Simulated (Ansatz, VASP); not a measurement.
**CdS: VASP and Ansatz over several settings**

```
Cd S
1.0
     4.26117    0.00000    0.00000
    -2.13058    3.69028    0.00000
     0.00000    0.00000    5.80417
Cd S
1 1
Direct
  0.00000 0.00000 0.44269
  0.66667 0.33333 0.43431
```

Single points on this cell with VASP 6.6.1 and Ansatz 0.2.0. Each row is one pair of runs. Alike in all rows: spin: off; k mesh: 7 × 7 × 5; VASP's potentials, cutoff: VASP PAW PBE potentials, release 64 (Cd, S), 520 eV; Ansatz's potentials, cutoff: Ansatz PAW, 420 eV.

```tsv
level	smearing	gap on the k mesh at the Fermi level (eV), VASP	gap on the k mesh at the Fermi level (eV), Ansatz	least direct gap on the mesh (eV), VASP	least direct gap on the mesh (eV), Ansatz	pressure (GPa), VASP	pressure (GPa), Ansatz
PBE	gaussian, width 0.013 eV	1.47	1.47	1.48	1.47	-0.1	-0.2
PBE	gaussian, width 0.017 eV	1.47	1.47	1.48	1.47	-0.1	-0.2
PBE	gaussian, width 0.019 eV	1.47	1.47	1.48	1.47	-0.1	-0.2
PBE	gaussian, width 0.021 eV	1.47	1.47	1.48	1.47	-0.1	-0.2
PBE	gaussian, width 0.022 eV	1.47	1.47	1.48	1.47	-0.1	-0.2
PBE	gaussian, width 0.023 eV	1.47	1.47	1.48	1.47	-0.1	-0.2
PBE	gaussian, width 0.024 eV	1.47	1.47	1.48	1.47	-0.1	-0.2
PBE	gaussian, width 0.025 eV	1.47	1.47	1.48	1.47	-0.1	-0.2
```

Gap on the k mesh at the fermi level (eV): the two programs differ by at most 0.002; least direct gap on the mesh (eV): the two programs differ by at most 0.002; pressure (GPa): the two programs differ by at most 0.18.

VASP's potentials hold 18 valence electrons a cell and Ansatz's 26, so a difference there can come from the potentials and not from the codes.

Noted on Ansatz's runs: odd divisions of the mesh miss points on the zone boundary, where band edges often lie, so the gap on the mesh can be too wide.
